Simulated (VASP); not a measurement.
# Mg (Fm-3m) in VASP: further runs

Mg is run at these levels: PBE; tasks: electric field gradients.

Everything below comes from runs of VASP 6.6.1. Logs are shortened: lines on timing, memory, paths and dates and some standing lists are left out, and cuts for length are marked.

## (1) The cell of the first run

Symmetry: Fm-3m, No. 225, cubic system. Conventional cell: a = 4.398 Å, b = 4.398 Å, c = 4.398 Å, α = 90.00°, β = 90.00°, γ = 90.00°. Mg (site symmetry m-3m) has 12 Mg at 3.11 Å within 4.1 Å.

## (2) Electric field gradients, PBE (volume scaled by 0.9405)

Input file INCAR:

```
SYSTEM = Mg
ALGO     = Normal         ! electronic algorithm
EDIFF    = 1E-8           ! SCF threshold, eV
ENCUT    = 520            ! plane-wave cutoff, eV
GGA      = PE             ! functional
ISIF     = 2              ! what is computed and relaxed
ISMEAR   = -1             ! smearing method
LASPH    = .True.         ! aspherical terms in the spheres
LCHARG   = .False.        ! write CHGCAR
LEFG     = .True.       
LREAL    = .False.        ! projectors in reciprocal space
LWAVE    = .False.        ! write WAVECAR
NBANDS   = 7              ! bands
NELM     = 80             ! most SCF steps
PREC     = Accurate       ! precision mode
SIGMA    = 0.03           ! smearing width, eV
```

Input file KPOINTS:

```
k-points
0
Gamma
  16 16 16
  0 0 0
```

Input file POSCAR:

```
Mg
1.0
    0.0000000000      2.1988317276      2.1988317276
    2.1988317276      0.0000000000      2.1988317276
    2.1988317276      2.1988317276      0.0000000000
Mg
1
Direct
    0.0000000000      0.0000000000      0.0000000000
```

Potentials or basis: VASP PAW PBE potentials, release 64 (Mg).

On the command line:

```bash
> cat potpaw_PBE.64/Mg/POTCAR > POTCAR
> mpirun -np 1 vasp_std > vasp.out
```

OUTCAR:

```text
SYSTEM = Mg
   EDIFF = 1E-8
   ENCUT = 520
   GGA = PE
   ISIF = 2
   ISMEAR = -1
   LASPH = .True.
   LREAL = .False.
   NELM = 80
   PREC = Accurate

 ion  position               nearest neighbor table
   1  0.000  0.000  0.000-

  LATTYP: Found a face centered cubic cell.
 ALAT       =     4.3976634552

  Lattice vectors:

 A1 = (   0.0000000000,   2.1988317276,   2.1988317276)
 A2 = (   2.1988317276,   0.0000000000,   2.1988317276)
 A3 = (   2.1988317276,   2.1988317276,   0.0000000000)

Analysis of symmetry for initial positions (statically):
=====================================================================
 Subroutine PRICEL returns:
 Original cell was already a primitive cell.

 Routine SETGRP: Setting up the symmetry group for a
 face centered cubic supercell.

 Subroutine GETGRP returns: Found 48 space group operations
 (whereof 48 operations were pure point group operations)
 out of a pool of 48 trial point group operations.

The static configuration has the point symmetry O_h .

Analysis of symmetry for dynamics (positions and initial velocities):
=====================================================================
 Subroutine PRICEL returns:
 Original cell was already a primitive cell.

 Routine SETGRP: Setting up the symmetry group for a
 face centered cubic supercell.

 Subroutine GETGRP returns: Found 48 space group operations
 (whereof 48 operations were pure point group operations)
 out of a pool of 48 trial point group operations.

The dynamic configuration has the point symmetry O_h .

 Subroutine INISYM returns: Found 48 space group operations
 (whereof 48 operations are pure point group operations),
 and found     1 'primitive' translations

----------------------------------------------------------------------------------------

                                     Primitive cell

  volume of cell :      21.2621

  direct lattice vectors                    reciprocal lattice vectors
     0.000000000  2.198831728  2.198831728    -0.227393481  0.227393481  0.227393481
     2.198831728  0.000000000  2.198831728     0.227393481 -0.227393481  0.227393481
     2.198831728  2.198831728  0.000000000     0.227393481  0.227393481 -0.227393481

  length of vectors
     3.109617651  3.109617651  3.109617651     0.393857062  0.393857062  0.393857062

  position of ions in fractional coordinates (direct lattice)
     0.000000000  0.000000000  0.000000000

  ion indices of the primitive-cell ions
   primitive index   ion index
                 1           1

----------------------------------------------------------------------------------------

 KPOINTS: k-points

Automatic generation of k-mesh.
 Grid dimensions read from file:
 generate k-points for:   16   16   16

 Generating k-lattice:

  Cartesian coordinates                     Fractional coordinates (reciprocal lattice)
    -0.014212093  0.014212093  0.014212093     0.062500000  0.000000000  0.000000000
     0.014212093 -0.014212093  0.014212093     0.000000000  0.062500000  0.000000000
     0.014212093  0.014212093 -0.014212093     0.000000000  0.000000000  0.062500000

  Length of vectors
     0.024616066  0.024616066  0.024616066

  Shift w.r.t. Gamma in fractional coordinates (k-lattice)
     0.000000000  0.000000000  0.000000000

 Subroutine IBZKPT returns following result:
 ===========================================

 Found    145 irreducible k-points:

 Following reciprocal coordinates:
            Coordinates               Weight
  0.000000  0.000000  0.000000      1.000000
  0.062500  0.000000  0.000000      8.000000
  0.125000  0.000000  0.000000      8.000000
  0.187500  0.000000  0.000000      8.000000
  0.250000  0.000000  0.000000      8.000000
  0.312500  0.000000  0.000000      8.000000
[... 16 lines left out ...]
 -0.125000  0.062500  0.000000     24.000000
 -0.062500  0.062500  0.000000     12.000000
 [... further k-points ...]
   k-points           NKPTS =    145   k-points in BZ     NKDIM =    145   number of bands    NBANDS=      7
   number of dos      NEDOS =    301   number of ions     NIONS =      1
   total plane-waves  NPLWV =  13824
   dimension x,y,z NGX =    24 NGY =   24 NGZ =   24
   dimension x,y,z NGXF=    48 NGYF=   48 NGZF=   48
   ions per type =               1
   NGX,Y,Z   is equivalent  to a cutoff of  12.83, 12.83, 12.83 a.u.
   NGXF,Y,Z  is equivalent  to a cutoff of  25.66, 25.66, 25.66 a.u.
 SYSTEM =  Mg
   PREC   = accura    normal or accurate (medium, high low for compatibility)
   ISTART =      0    job   : 0-new  1-cont  2-samecut
   ICHARG =      2    charge: 1-file 2-atom 10-const
   ISPIN  =      1    spin polarized calculation?
   LNONCOLLINEAR =      F non collinear calculations
   LSORBIT =      F    spin-orbit coupling
   LASPH  =      T    aspherical Exc in radial PAW
   ENCUT  =  520.0 eV  38.22 Ry    6.18 a.u.   5.78  5.78  5.78*2*pi/ulx,y,z
   NELM   =     80;   NELMIN=  2; NELMDL= -5     # of ELM steps
   EDIFF  = 0.1E-07   stopping-criterion for ELM
   LREAL  =      F    real-space projection
   EDIFFG = 0.1E-06   stopping-criterion for IOM
   NSW    =      0    number of steps for IOM
   IBRION =     -1    ionic relax: 0-MD 1-quasi-New 2-CG
   NFREE  =      0    steps in history (QN), initial steepest desc. (CG)
   ISIF   =      2    stress and relaxation
   ISYM   =      2    0-nonsym 1-usesym 2-fastsym
   POTIM  = 0.5000    time-step for ionic-motion
   TEBEG  =    0.0;   TEEND  =   0.0 temperature during run
   PSTRESS=    0.0 pullay stress
   NELECT =       2.0000    total number of electrons
   NUPDOWN=      -1.0000    fix difference up-down
   EMIN   =  10.00;   EMAX   =-10.00  energy-range for DOS
   EFERMI =   0.00;   METHOD = LEGACY
   ISMEAR =    -1;   SIGMA  =   0.03  broadening in eV -4-tet -1-fermi 0-gaus
   EFERMI_NEDOS =   21; number of points for ismear=-14 and -15
   IALGO  =     38    algorithm
   IMIX   =      4    mixing-type and parameters
     AMIX     =   0.40;   BMIX     =  1.00
     AMIX_MAG =   1.60;   BMIX_MAG =  1.00
  volume/ion in A,a.u.               =      21.26       143.48
  Fermi-wavevector in a.u.,A,eV,Ry     =   0.744531  1.406960  7.542070  0.554327
  Thomas-Fermi vector in A             =   1.839905
   LORBIT       =      0    0 simple, 1 ext, 2 COOP (PROOUT), +10 PAW based schemes
   GGA     = PE    functional components
[... 5 lines left out ...]
 non-spin polarized calculation
  energy-cutoff  :      520.00
  volume of cell :       21.26
 maximum number of plane-waves:       588
   NGX = 11   NGY = 11   NGZ = 11

 number of electron       2.0000000 magnetization

 Free energy of the ion-electron system (eV)
  ---------------------------------------------------
  ext. energy  EPLUGINS =         0.00000000
  ---------------------------------------------------
  free energy    TOTEN  =        -1.47463923 eV

  energy without entropy =       -1.47252779  energy(sigma->0) =       -1.47358351

 E-fermi :   3.0177     XC(G=0):  -8.7322

 val. band max:        3.0100979071   @ k =  -0.3750   0.4375   0.1250
 cond. band min:       3.0303398450   @ k =  -0.3125   0.3750   0.1250
 fundamental gap:      0.0202419379
 Fermi energy:         3.0176528309

 k-point     1 :       0.0000    0.0000    0.0000
  band No.  band energies     occupation
      1      -4.2231      2.00000
      2      15.8786      0.00000
      3      15.8786      0.00000
      4      15.8786      0.00000
      5      18.2286      0.00000
      6      18.2286      0.00000
      7      18.2800      0.00000

 k-point     2 :       0.0625    0.0000    0.0000
  band No.  band energies     occupation
      1      -4.1316      2.00000
      2      14.4644      0.00000
      3      15.6964      0.00000
      4      15.6964      0.00000
      5      18.1222      0.00000
      6      18.5619      0.00000
      7      18.5619      0.00000

 k-point     3 :       0.1250    0.0000    0.0000
  band No.  band energies     occupation
      1      -3.8578      2.00000
      2      12.3404      0.00000
      3      15.3370      0.00000
      4      15.3370      0.00000
      5      17.8107      0.00000
      6      19.3718      0.00000
      7      19.3718      0.00000
[... 191 lines left out ...]
 k-point    23 :      -0.1250    0.0625    0.0000
  band No.  band energies     occupation
      1      -3.6453      2.00000
      2      11.6242      0.00000
      3      13.6804      0.00000
      4      16.1511      0.00000
      5      18.3446      0.00000
      6      18.7576      0.00000
      7      19.1909      0.00000

 k-point    24 :      -0.0625    0.0625    0.0000
  band No.  band energies     occupation
      1      -3.9794      2.00000
      2      13.4925      0.00000
      3      14.4125      0.00000
      4      16.1156      0.00000
      5      18.3830      0.00000
      6      18.4602      0.00000
      7      19.0871      0.00000

 [... further k-points ...]

------------------------ aborting loop because EDIFF is reached ----------------------------------------

  FORCE on cell =-STRESS in cart. coord.  units (eV):
  Direction    XX          YY          ZZ          XY          YZ          ZX
  --------------------------------------------------------------------------------------
  -------------------------------------------------------------------------------------
  Total        0.4496998      0.4496998      0.4496998      0.0000000      0.0000000      0.0000000
  in kB       33.8865488     33.8865488     33.8865488      0.0000000      0.0000000      0.0000000
  external PRESSURE =      33.8865488 kB  Pullay stress =       0.0000000 kB

 VOLUME and BASIS-vectors are now :
 -----------------------------------------------------------------------------
  energy-cutoff  :      520.00
  volume of cell :       21.26
      direct lattice vectors                 reciprocal lattice vectors
     0.000000000  2.198831728  2.198831728    -0.227393481  0.227393481  0.227393481
     2.198831728  0.000000000  2.198831728     0.227393481 -0.227393481  0.227393481
     2.198831728  2.198831728  0.000000000     0.227393481  0.227393481 -0.227393481

 POSITION                                       TOTAL-FORCE (eV/Angst)
 -----------------------------------------------------------------------------------
      0.00000      0.00000      0.00000         0.000000      0.000000      0.000000
 -----------------------------------------------------------------------------------
    total drift:                                0.000000      0.000000     -0.000000

  FREE ENERGIE OF THE ION-ELECTRON SYSTEM (eV)
  ---------------------------------------------------
  free  energy   TOTEN  =        -1.4746392269 eV

  energy  without entropy=       -1.4725277861  energy(sigma->0) =       -1.47358351

 Electric field gradients (V/A^2)
---------------------------------------------------------------------
 ion       V_xx      V_yy      V_zz      V_xy      V_xz      V_yz
---------------------------------------------------------------------
   1      -0.000    -0.000    -0.000     0.000     0.000     0.000
---------------------------------------------------------------------

 Electric field gradients after diagonalization (V/A^2)
 (convention: |V_zz| > |V_xx| > |V_yy|)
----------------------------------------------------------------------
 ion       V_xx      V_yy      V_zz     asymmetry (V_yy - V_xx)/ V_zz
----------------------------------------------------------------------
   1      -0.000    -0.000     0.000       0.000
----------------------------------------------------------------------

           NMR quadrupolar parameters

 Cq : quadrupolar parameter    Cq=e*Q*V_zz/h
 eta: asymmetry parameters     (V_yy - V_xx)/ V_zz
 Q  : nuclear electric quadrupole moment in mb (millibarn)
----------------------------------------------------------------------
 ion       Cq(MHz)       eta       Q (mb)
----------------------------------------------------------------------
   1       0.000       0.000       1.000
----------------------------------------------------------------------
```

Wall time 5.5 s (1 thread of Intel Xeon 6975P-C (Granite Rapids), shared host); peak memory 0.14 GiB.

Results:

```yaml
Free_energy: -1.4746 eV
Pressure: 3.4 GPa
Band_gap_on_the_k_mesh: zero (band 1 reaches 4.52 eV, above the bottom of band 2 at 1.75 eV)
```

Caveat: without QUAD_EFG the Cq values of the log hold for a quadrupole moment of 1 mb, not for the nuclei.

(Part 1 of 3 ends here.)
